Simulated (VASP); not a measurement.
PbO:

```
Pb O
1.0
     3.99000    0.00000    0.00000
     0.00000    3.99000    0.00000
     0.00000    0.00000    5.01000
Pb O
2 2
Direct
  0.00000 0.50000 0.24000
  0.50000 0.00000 0.76000
  0.00000 0.00000 0.00000
  0.50000 0.50000 0.00000
```

* Program: VASP 6.6.1
* Task: relaxation of volume and atoms at fixed shape
* Functional: LDA
* Potentials or basis: VASP PAW LDA potentials, release 64 (Pb_d, O)
* Cutoff: 600 eV
* k mesh: 5 × 5 × 4
* Occupations: gaussian, width 0.01 eV
* Spin: no spin polarisation

At the start: pressure -3.5 GPa; volume 19.94 Å³/atom.

**Question.** Where does the relaxation end?

**Answer.** Over 6 steps the energy falls by 9.0 meV/atom and the volume is 19.11 Å³/atom (-4.2 %); space group P4/nmm (No. 129, to 0.1 Å) before and after.

The path:
| step | energy change (eV) | largest force (eV/Å) | pressure (GPa) | volume (Å³) |
| --- | --- | --- | --- | --- |
| 1 | 0.0000 | 0.5403 | -3.46 | 79.76 |
| 2 | 0.0035 | 0.8011 | 3.80 | 74.89 |
| 3 | -0.0345 | 0.0834 | -0.18 | 77.32 |
| 4 | -0.0345 | 0.0967 | -0.11 | 77.27 |
| 5 | -0.0352 | 0.0725 | -0.08 | 77.05 |
| 6 | -0.0360 | 0.0034 | 0.06 | 76.42 |

Final structure:
```
Pb O
1.0
     3.93360    0.00000    0.00000
     0.00000    3.93360    0.00000
     0.00000    0.00000    4.93918
Pb O
2 2
Direct
  0.00000 0.50000 0.24030
  0.50000 0.00000 0.75970
  0.00000 0.00000 0.00000
  0.50000 0.50000 0.00000
```
